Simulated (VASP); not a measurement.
# B (P4_322) in VASP: further runs

Runs on B. Level: PBE. Tasks: single point, relaxation of cell and atoms.

Everything below comes from runs of VASP 6.6.1. Logs are shortened: lines on timing, memory, paths and dates and some standing lists are left out, and cuts for length are marked.

## 1. The cell of the first run

The structure is tetragonal, space group P4_322 (No. 95). Conventional cell: a = 4.941 Å, b = 4.941 Å, c = 2.642 Å, α = 90.00°, β = 90.00°, γ = 90.00°. Within 2.2 Å of B (site symmetry 1) lie 4 B at 1.63 to 1.70 Å.

## 2. Single point, PBE

INCAR

```
SYSTEM = B
ALGO     = Normal         ! electronic algorithm
EDIFF    = 1E-6           ! SCF threshold, eV
ENCUT    = 520            ! plane-wave cutoff, eV
GGA      = PE             ! functional
ISIF     = 2              ! what is computed and relaxed
ISMEAR   = 0              ! smearing method
LASPH    = .True.         ! aspherical terms in the spheres
LCHARG   = .False.        ! write CHGCAR
LREAL    = .False.        ! projectors in reciprocal space
LWAVE    = .False.        ! write WAVECAR
NBANDS   = 22             ! bands
NELM     = 60             ! most SCF steps
PREC     = Accurate       ! precision mode
SIGMA    = 0.1            ! smearing width, eV
```

KPOINTS

```
k-points
0
Gamma
  4 4 6
  0 0 0
```

POSCAR

```
B
1.0
    4.9405710500      0.0000000000      0.0000000000
    0.0000000000      4.9405710500      0.0000000000
    0.0000000000      0.0000000000      2.6417993700
B
8
Direct
    0.1032208100      0.3296015700      0.2416469600
    0.8967791900      0.6703984300      0.7416469600
    0.6703984300      0.1032208100      0.9916469600
    0.3296015700      0.8967791900      0.4916469600
    0.3296015700      0.1032208100      0.0083530400
    0.6703984300      0.8967791900      0.5083530400
    0.8967791900      0.3296015700      0.7583530400
    0.1032208100      0.6703984300      0.2583530400
```

Potentials or basis: VASP PAW PBE potentials, release 64 (B).

Command:

```console
> cat potpaw_PBE.64/B/POTCAR > POTCAR
> mpirun -np 1 vasp_std > vasp.out
```

OUTCAR:

```text
SYSTEM = B
   EDIFF = 1E-6
   ENCUT = 520
   GGA = PE
   ISIF = 2
   ISMEAR = 0
   LASPH = .True.
   LREAL = .False.
   NELM = 60
   PREC = Accurate

 ion  position               nearest neighbor table
   1  0.103  0.330  0.242-   7 1.63   8 1.68   5 1.70   7 1.70
   2  0.897  0.670  0.742-   8 1.63   7 1.68   6 1.70   8 1.70
   3  0.670  0.103  0.992-   6 1.63   5 1.68   7 1.70   6 1.70
   4  0.330  0.897  0.492-   5 1.63   6 1.68   8 1.70   5 1.70
   5  0.330  0.103  0.008-   4 1.63   3 1.68   1 1.70   4 1.70
   6  0.670  0.897  0.508-   3 1.63   4 1.68   2 1.70   3 1.70
   7  0.897  0.330  0.758-   1 1.63   2 1.68   3 1.70   1 1.70
   8  0.103  0.670  0.258-   2 1.63   1 1.68   4 1.70   2 1.70

  LATTYP: Found a simple tetragonal cell.
 ALAT       =     4.9405710500
 C/A-ratio  =     0.5347153888

  Lattice vectors:

 A1 = (   4.9405710500,   0.0000000000,   0.0000000000)
 A2 = (   0.0000000000,   4.9405710500,   0.0000000000)
 A3 = (   0.0000000000,   0.0000000000,   2.6417993700)

Analysis of symmetry for initial positions (statically):
=====================================================================
 Subroutine PRICEL returns:
 Original cell was already a primitive cell.

 Routine SETGRP: Setting up the symmetry group for a
 simple tetragonal supercell.

 Subroutine GETGRP returns: Found  8 space group operations
 (whereof  2 operations were pure point group operations)
 out of a pool of 16 trial point group operations.

The static configuration has the point symmetry C_2 .
 The point group associated with its full space group is D_4 .

Analysis of symmetry for dynamics (positions and initial velocities):
=====================================================================
 Subroutine PRICEL returns:
 Original cell was already a primitive cell.

 Routine SETGRP: Setting up the symmetry group for a
 simple tetragonal supercell.

 Subroutine GETGRP returns: Found  8 space group operations
 (whereof  2 operations were pure point group operations)
 out of a pool of 16 trial point group operations.

The dynamic configuration has the point symmetry C_2 .
 The point group associated with its full space group is D_4 .

 Subroutine INISYM returns: Found  8 space group operations
 (whereof  2 operations are pure point group operations),
 and found     1 'primitive' translations

[... 110 lines left out ...]
   NFREE  =      0    steps in history (QN), initial steepest desc. (CG)
   ISIF   =      2    stress and relaxation
   ISYM   =      2    0-nonsym 1-usesym 2-fastsym
   POTIM  = 0.5000    time-step for ionic-motion
   TEBEG  =    0.0;   TEEND  =   0.0 temperature during run
   PSTRESS=    0.0 pullay stress
   NELECT =      24.0000    total number of electrons
   NUPDOWN=      -1.0000    fix difference up-down
   EMIN   =  10.00;   EMAX   =-10.00  energy-range for DOS
   EFERMI =   0.00;   METHOD = LEGACY
   ISMEAR =     0;   SIGMA  =   0.10  broadening in eV -4-tet -1-fermi 0-gaus
   EFERMI_NEDOS =   21; number of points for ismear=-14 and -15
   IALGO  =     38    algorithm
   IMIX   =      4    mixing-type and parameters
     AMIX     =   0.40;   BMIX     =  1.00
     AMIX_MAG =   1.60;   BMIX_MAG =  1.00
  volume/ion in A,a.u.               =       8.06        54.40
  Fermi-wavevector in a.u.,A,eV,Ry     =   1.177589  2.225321 18.867426  1.386717
  Thomas-Fermi vector in A             =   2.313933
   LORBIT       =      0    0 simple, 1 ext, 2 COOP (PROOUT), +10 PAW based schemes
   GGA     = PE    functional components
   LHFCALC =     F    Hartree Fock is set to
   AEXX    =    0.0000 exact exchange contribution
   IVDW    =     0    specifies the selected vdW correction
   LEPSILON=     F    determine dielectric tensor
   LRPA    =     F    only Hartree local field effects (RPA)
 non-spin polarized calculation
 Gauss-broadening in eV      SIGMA  =   0.10
  energy-cutoff  :      520.00
  volume of cell :       64.48
 maximum number of plane-waves:      1760
 NGX is ok and might be reduce to    40
   NGX = 19   NGY = 19   NGZ =  9

 number of electron      24.0000000 magnetization

 Free energy of the ion-electron system (eV)
  ---------------------------------------------------
  ext. energy  EPLUGINS =         0.00000000
  ---------------------------------------------------
  free energy    TOTEN  =       -44.79443895 eV

  energy without entropy =      -44.78252559  energy(sigma->0) =      -44.78848227

 E-fermi :   4.8031     XC(G=0): -10.9919

 val. band max:        4.7558939384   @ k =   0.5000   0.0000   0.3333
 cond. band min:       4.8340606837   @ k =   0.2500   0.0000   0.0000
 fundamental gap:      0.0781667453
 Fermi energy:         4.8030862191

 k-point     1 :       0.0000    0.0000    0.0000
  band No.  band energies     occupation
      1     -10.1994      2.00000
      2      -7.7195      2.00000
      3      -4.9445      2.00000
      4      -4.9445      2.00000
      5      -2.8657      2.00000
      6      -0.3587      2.00000
[... 589 lines left out ...]
     21      13.7897      0.00000
     22      13.7897      0.00000

------------------------ aborting loop because EDIFF is reached ----------------------------------------

  FORCE on cell =-STRESS in cart. coord.  units (eV):
  Direction    XX          YY          ZZ          XY          YZ          ZX
  --------------------------------------------------------------------------------------
  -------------------------------------------------------------------------------------
  Total        2.2019920      2.2019920     21.8179443      0.0000000     -0.0000000      0.0000000
  in kB       54.7106889     54.7106889    542.0886082      0.0000000     -0.0000000      0.0000000
  external PRESSURE =     217.1699953 kB  Pullay stress =       0.0000000 kB

 VOLUME and BASIS-vectors are now :
 -----------------------------------------------------------------------------
  energy-cutoff  :      520.00
  volume of cell :       64.48
      direct lattice vectors                 reciprocal lattice vectors
     4.940571050  0.000000000  0.000000000     0.202405752  0.000000000  0.000000000
     0.000000000  4.940571050  0.000000000     0.000000000  0.202405752  0.000000000
     0.000000000  0.000000000  2.641799370     0.000000000  0.000000000  0.378529881

 POSITION                                       TOTAL-FORCE (eV/Angst)
 -----------------------------------------------------------------------------------
      0.50997      1.62842      0.63838         1.114368     -0.946531      1.425970
      4.43060      3.31215      1.95928        -1.114368      0.946531      1.425970
      3.31215      0.50997      2.61973         0.946531      1.114368      1.425970
      1.62842      4.43060      1.29883        -0.946531     -1.114368      1.425970
      1.62842      0.50997      0.02207        -0.946531      1.114368     -1.425970
      3.31215      4.43060      1.34297         0.946531     -1.114368     -1.425970
      4.43060      1.62842      2.00342        -1.114368     -0.946531     -1.425970
      0.50997      3.31215      0.68252         1.114368      0.946531     -1.425970
 -----------------------------------------------------------------------------------
    total drift:                               -0.000000      0.000000      0.000000

  FREE ENERGIE OF THE ION-ELECTRON SYSTEM (eV)
  ---------------------------------------------------
  free  energy   TOTEN  =       -44.7944389549 eV

  energy  without entropy=      -44.7825255944  energy(sigma->0) =      -44.78848227
```

stdout:

```text
POSCAR found type information on POSCAR B
 POSCAR found :  1 types and       8 ions
 scaLAPACK will be used
 LDA part: xc-table for (Slater+PW92), standard interpolation
 POSCAR, INCAR and KPOINTS ok, starting setup
 FFT: planning ... GRIDC
 FFT: planning ... GRID_SOFT
 FFT: planning ... GRID
 WAVECAR not read
 entering main loop
```

Run time: 12 s. Hardware: 1 thread of Intel Xeon 6975P-C (Granite Rapids), shared host; peak memory 0.17 GiB.

Results:

- Free energy: -44.7944 eV
- Pressure: 21.7 GPa
- Largest force: 2.042 eV/Å
- Band gap on the k mesh: zero (band 12 reaches 6.06 eV, above the bottom of band 13 at 4.33 eV)

Forces in eV/Å, atoms in the order of the input:
```
B    1.114 -0.947  1.426
B   -1.114  0.947  1.426
B    0.947  1.114  1.426
B   -0.947 -1.114  1.426
B   -0.947  1.114 -1.426
B    0.947 -1.114 -1.426
B   -1.114 -0.947 -1.426
B    1.114  0.947 -1.426
```

Levels at points of the mesh, in eV from the Fermi level:
```tsv
k point	band 9	band 10	band 11	band 12	band 13	band 14	band 15	band 16
(0.00, 0.00, 0.00)	-2.82	-0.90	-0.90	1.26	2.74	2.98	2.98	3.07
(0.50, 0.00, 0.00)	-0.95	-0.91	0.07	0.24	0.43	1.86	2.57	3.01
(0.50, 0.50, 0.00)	-1.10	-1.10	-0.86	-0.78	1.14	2.24	2.47	2.47
(0.00, 0.00, 0.50)	-3.46	-3.46	-2.62	-2.62	-0.30	-0.30	0.64	0.64
(0.50, 0.00, 0.50)	-4.23	-4.23	-2.37	-2.37	0.15	0.15	1.48	1.48
(0.50, 0.50, 0.50)	-2.46	-2.46	-1.50	-1.50	-0.17	-0.17	0.79	0.79
```

Caveat: the k points lie up to 0.40 Å⁻¹ apart; forces of over 1 eV/Å act on the atoms, so gaps and moduli don't describe the material at rest.

## 3. Single point, PBE

This run uses another cell than the first one, of 8.26 Å³/atom, 1.025 times its volume.

INCAR

```
  ALGO = Normal
  EDIFF = 1E-6
  ENCUT = 520
  GGA = PE
  ISIF = 2
  ISMEAR = 0
  LASPH = True
  LCHARG = True
  LELF = True
  LREAL = False
  LVHAR = True
  LWAVE = False
  NBANDS = 22
  NELM = 80
  PREC = Accurate
  SIGMA = 0.1
```

KPOINTS

```
k-points
0
Gamma
  4 4 6
```

POSCAR

```
B
1.0
    4.5376852352      0.0000000000      0.0000000000
    0.0000000000      4.5376852352      0.0000000000
    0.0000000000      0.0000000000      3.2090156828
B
8
Direct
    0.0748087547      0.2956321498      0.2576690549
    0.9251912453      0.7043678502      0.7576690549
    0.7043678502      0.0748087547      1.0076690549
    0.2956321498      0.9251912453      0.5076690549
    0.2956321498      0.0748087547     -0.0076690549
    0.7043678502      0.9251912453      0.4923309451
    0.9251912453      0.2956321498      0.7423309451
    0.0748087547      0.7043678502      0.2423309451
```

Potentials or basis: VASP PAW PBE potentials, release 64 (B).

Command:

```console
> cat potpaw_PBE.64/B/POTCAR > POTCAR
> mpirun -np 1 vasp_std > vasp.out
```

Run time: 13 s. Hardware: 1 thread of Intel Xeon 6975P-C (Granite Rapids), shared host; peak memory 0.17 GiB.

It converged, with:

* Free energy: -48.5857 eV
* Pressure: -0.1 GPa
* Largest force: 0.011 eV/Å
* Band gap on the k mesh: 0.10 eV, indirect (least direct gap 0.41 eV)

Forces in eV/Å, atoms in the order of the input:
```
B    0.005  0.008 -0.005
B   -0.005 -0.008 -0.005
B   -0.008  0.005 -0.005
B    0.008 -0.005 -0.005
B    0.008  0.005  0.005
B   -0.008 -0.005  0.005
B   -0.005  0.008  0.005
B    0.005 -0.008  0.005
```

Levels at points of the mesh, in eV from the valence-band top:
```csv
k point,band 9,band 10,band 11,band 12,band 13,band 14,band 15,band 16
"(0.00, 0.00, 0.00)",-3.53,-2.44,-2.21,-2.21,1.59,1.85,1.85,4.13
"(0.50, 0.00, 0.00)",-4.00,-2.80,-2.48,-0.82,0.45,1.73,1.82,3.34
"(0.50, 0.50, 0.00)",-3.46,-3.46,-1.71,0.00,0.53,0.61,0.61,1.36
"(0.00, 0.00, 0.50)",-5.64,-5.64,-3.10,-3.10,1.35,1.35,1.69,1.69
"(0.50, 0.00, 0.50)",-4.59,-4.59,-2.60,-2.60,0.53,0.53,2.47,2.47
"(0.50, 0.50, 0.50)",-2.82,-2.82,-1.86,-1.86,0.33,0.33,2.51,2.51
```

A k mesh can miss the band edges.

## 4. Single point, PBE

This run uses another cell than the first one, of 8.19 Å³/atom, 1.016 times its volume.

INCAR

```
SYSTEM = B
PREC = Accurate
ENCUT = 520
EDIFF = 1E-6
ISMEAR = 0
SIGMA = 0.01
LREAL = .FALSE.
LASPH = .TRUE.
NELM = 60
ALGO = Normal
ISIF = 2
LWAVE = .FALSE.
LCHARG = .FALSE.
GGA = PE
NBANDS = 22
```

KPOINTS

```
regular mesh
0
G
  8 8 12
  0 0 0
```

POSCAR

```
B
1.0
    4.4981036256      0.0000000000      0.0000000000
    0.0000000000      4.4981036256      0.0000000000
    0.0000000000      0.0000000000      3.2367857805
B
8
Direct
    0.0751289378      0.2970930524      0.2565389090
    0.9248710622      0.7029069476      0.7565389090
    0.7029069476      0.0751289378      0.0065389090
    0.2970930524      0.9248710622      0.5065389090
    0.2970930524      0.0751289378      0.9934610910
    0.7029069476      0.9248710622      0.4934610910
    0.9248710622      0.2970930524      0.7434610910
    0.0751289378      0.7029069476      0.2434610910
```

Command:

```console
> cat potpaw_PBE.64/B/POTCAR > POTCAR
> mpirun -np 1 vasp_std > vasp.out
```

Wall time 46 s (1 thread of Intel Xeon 6975P-C (Granite Rapids), shared host); peak memory 0.23 GiB.

The run converged. Its results:

| Quantity | Value |
| --- | --- |
| Free energy | -48.5167 eV |
| Pressure | 0.0 GPa |
| Largest force | 0.009 eV/Å |
| Band gap on the k mesh | zero (band 12 reaches 5.87 eV, above the bottom of band 13 at 5.63 eV) |

Forces on the atoms (eV/Å):
```
B   -0.004  0.007  0.004
B    0.004 -0.007  0.004
B   -0.007 -0.004  0.004
B    0.007  0.004  0.004
B    0.007 -0.004 -0.004
B   -0.007  0.004 -0.004
B    0.004  0.007 -0.004
B   -0.004 -0.007 -0.004
```

Levels at points of the mesh, in eV from the Fermi level:
| k point | band 8 | band 9 | band 10 | band 11 | band 12 | band 13 | band 14 | band 15 | band 16 | band 17 |
| --- | --- | --- | --- | --- | --- | --- | --- | --- | --- | --- |
| (0.00, 0.00, 0.00) | -4.99 | -3.43 | -2.37 | -2.13 | -2.13 | 1.72 | 1.73 | 1.73 | 4.11 | 4.53 |
| (0.50, 0.00, 0.00) | -5.31 | -3.99 | -2.70 | -2.39 | -0.51 | 0.28 | 1.67 | 1.95 | 3.34 | 4.93 |
| (0.50, 0.50, 0.00) | -5.03 | -3.37 | -3.37 | -1.32 | -0.11 | 0.36 | 0.69 | 0.69 | 1.75 | 3.22 |
| (0.00, 0.00, 0.50) | -6.96 | -5.63 | -5.63 | -2.92 | -2.92 | 1.51 | 1.51 | 1.82 | 1.82 | 6.46 |
| (0.50, 0.00, 0.50) | -6.87 | -4.51 | -4.51 | -2.53 | -2.53 | 0.70 | 0.70 | 2.69 | 2.69 | 5.49 |
| (0.50, 0.50, 0.50) | -5.76 | -2.67 | -2.67 | -1.77 | -1.77 | 0.58 | 0.58 | 2.69 | 2.69 | 4.66 |

[end of part 1 of 2]
